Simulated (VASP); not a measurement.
Write the native input for VASP 6.6.1 that does the following.

* Task: relaxation of cell and atoms
* Functional: PBE
* Potentials or basis: VASP PAW PBE potentials, release 64 (Cs_sv, C)
* Cutoff: 600 eV
* k mesh: 4 × 4 × 4
* Occupations: gaussian, width 0.1 eV
* Spin: no spin polarisation
* Dipole correction: no
* Further INCAR settings: ALGO = Normal; EDIFF = 1e-06; IBRION = 2; EDIFFG = -0.04; NSW = 90; ISIF = 3

The structure of CsC2 lies in POSCAR:

```
CsC2
1.0
    3.1524895753     -4.0144752271      0.0000000000
    3.1524895753      4.0144752271      0.0000000000
    0.0000000000      0.0000000000      5.2093801699
Cs C
2 4
Direct
    0.0000000000      0.0000000000      0.0000000000
    0.5000000000      0.5000000000      0.5000000000
    0.0000000000      0.5000000000      0.1250000000
    0.5000000000      0.0000000000      0.3750000000
    0.0000000000      0.5000000000      0.6250000000
    0.5000000000      0.0000000000      0.8750000000
```

The cell was generated, and may not be a known phase.

One way to write it, as run:

INCAR

```
SYSTEM = CsC2
  ALGO = Normal
  EDIFF = 1E-6
  EDIFFG = -0.04
  ENCUT = 600
  GGA = PE
  IBRION = 2
  ISIF = 3
  ISMEAR = 0
  LASPH = .TRUE.
  LCHARG = .FALSE.
  LREAL = .FALSE.
  LWAVE = .FALSE.
  NELM = 80
  NSW = 90
  PREC = Accurate
  SIGMA = 0.1
```

KPOINTS

```
k-points
0
G
  4 4 4
  0 0 0
```

Potentials or basis: VASP PAW PBE potentials, release 64 (Cs_sv, C).

Command:

```bash
$ cat potpaw_PBE.64/Cs_sv/POTCAR potpaw_PBE.64/C/POTCAR > POTCAR
$ mpirun -np 1 vasp_std > vasp.out
```

It gave:

| Item | Value |
| --- | --- |
| Relaxed volume | 18.95 Å³/atom |
| Relaxed cell | a = 6.362 Å, b = 6.362 Å, c = 2.814 Å, α = 90.00°, β = 90.00°, γ = 93.50° |
| Space group after relaxing (to 0.1 Å) | Ccce (No. 68) |
| Pressure after relaxing | 0.0 GPa |
| Largest force after relaxing | 0.005 eV/Å |
| Band gap on the k mesh | zero (bands 17 and 18 overlap by 4.95 eV) |

Caveat: a cell axis changed by over 15 % at a fixed basis, so the end point is rough; spin-orbit coupling is left out, which moves the levels of the heavy elements.

It took 12 min on 1 thread of Intel(R) Xeon(R) 6975P-C (Granite Rapids) (shared host), peak memory 0.32 GiB.
